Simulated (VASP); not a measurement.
Input of a VASP 6.6.1 run:

Contents of INCAR:

```
ALGO = Fast ; EDIFF = 1E-6
EDIFFG = -0.01 ; ENCUT = 600
GGA = RP ; IBRION = 2
ISIF = 3 ; ISMEAR = -1
LASPH = T ; LCHARG = F
LREAL = F ; LWAVE = F
NELM = 60 ; NSW = 60
PREC = Accurate ; SIGMA = 0.05
```

File KPOINTS:

```
k-points
0
Gamma
  10 10 10
```

Contents of POSCAR:

```
In
1.0
   -1.8825252400      1.8825252400      1.8825252400
    1.8825252400     -1.8825252400      1.8825252400
    1.8825252400      1.8825252400     -1.8825252400
In
1
Direct
    0.0000000000      0.0000000000      0.0000000000
```

Potentials or basis: VASP PAW PBE potentials, release 64 (In_d).

Run with:

```sh
$ cat potpaw_PBE.64/In_d/POTCAR > POTCAR
$ mpirun -np 1 vasp_std > vasp.out
```

**Question.** Estimate the relaxed volume.

**Answer.** 29.02 Å³/atom.

**Question.** Estimate the relaxed cell.

**Answer.** a = 3.353 Å, b = 3.353 Å, c = 3.353 Å, α = 109.47°, β = 109.47°, γ = 109.47°.

**Question.** Predict the space group after relaxing (to 0.05 Å).

**Answer.** Im-3m (No. 229).

Final structure:
```
In
1.0
    -1.93598    1.93598    1.93598
     1.93598   -1.93598    1.93598
     1.93598    1.93598   -1.93598
In
1
Direct
  0.00000 0.00000 0.00000
```

Caveat: the PAW data sets were made with another functional, which shifts forces and pressure a little.
